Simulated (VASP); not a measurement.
Here is a VASP 6.6.1 calculation.

Contents of INCAR:

```
ALGO     = Normal         # electronic algorithm
EDIFF    = 1E-6           # SCF threshold, eV
ENCUT    = 520            # plane-wave cutoff, eV
GGA      = PE             # functional
ISIF     = 2              # what is computed and relaxed
ISMEAR   = 0              # smearing method
LASPH    = True           # aspherical terms in the spheres
LCHARG   = True           # write CHGCAR
LELF     = True           # ELF
LREAL    = False          # projectors in reciprocal space
LVHAR    = True         
LWAVE    = False          # write WAVECAR
NBANDS   = 62             # bands
NELM     = 80             # most SCF steps
PREC     = Accurate       # precision mode
SIGMA    = 0.1            # smearing width, eV
```

Contents of KPOINTS:

```
k-points
0
Gamma
  6 6 1
```

POSCAR

```
Sc2GaN3
1.0
    3.1565711030      0.0001615867      0.0007379147
   -1.5781561747      2.7346405968      0.0004835054
    0.0035718244      0.0047929924     15.1530758576
Sc Ga N
4 2 6
Direct
    0.6665833147      0.3333976328      0.1633071612
    0.6670656518      0.3337012011      0.6633305350
    0.3329008100      0.6662755467      0.3366666651
    0.3333237589      0.6665829907      0.8366708625
    1.0000368379     -0.0000100518      0.5000015012
    0.9999780189     -0.0000506371      0.9999858961
    0.3335713418      0.6670367049      0.0790530752
    0.3337616740      0.6671745027      0.5790448614
   -0.0000648888     -0.0000304438      0.2500024080
    0.0001330839      0.0000996270      0.7500056792
    0.6663061932      0.3328846744      0.4209620444
    0.6664042036      0.3329382522      0.9209693107
```

Potentials or basis: VASP PAW PBE potentials, release 64 (Sc_sv, Ga_d, N).

Run with:

```bash
$ cat potpaw_PBE.64/Sc_sv/POTCAR potpaw_PBE.64/Ga_d/POTCAR potpaw_PBE.64/N/POTCAR > POTCAR
$ mpirun -np 1 vasp_std > vasp.out
```

Predict the pressure.

0.8 GPa.

Predict the band gap on the k mesh.

0.81 eV.

Forces in eV/Å, atoms in the order of the input:
```
Sc   0.002  0.001  0.012
Sc  -0.001 -0.001  0.004
Sc   0.001  0.002 -0.008
Sc   0.000 -0.001 -0.007
Ga   0.000  0.000 -0.002
Ga   0.000  0.000  0.004
N    0.000 -0.001 -0.036
N    0.001 -0.001 -0.029
N   -0.001 -0.001 -0.001
N    0.000  0.000  0.001
N   -0.001  0.000  0.033
N    0.000  0.002  0.029
```

Caveat: an odd mesh through Γ misses points on the zone boundary, where band edges can lie.
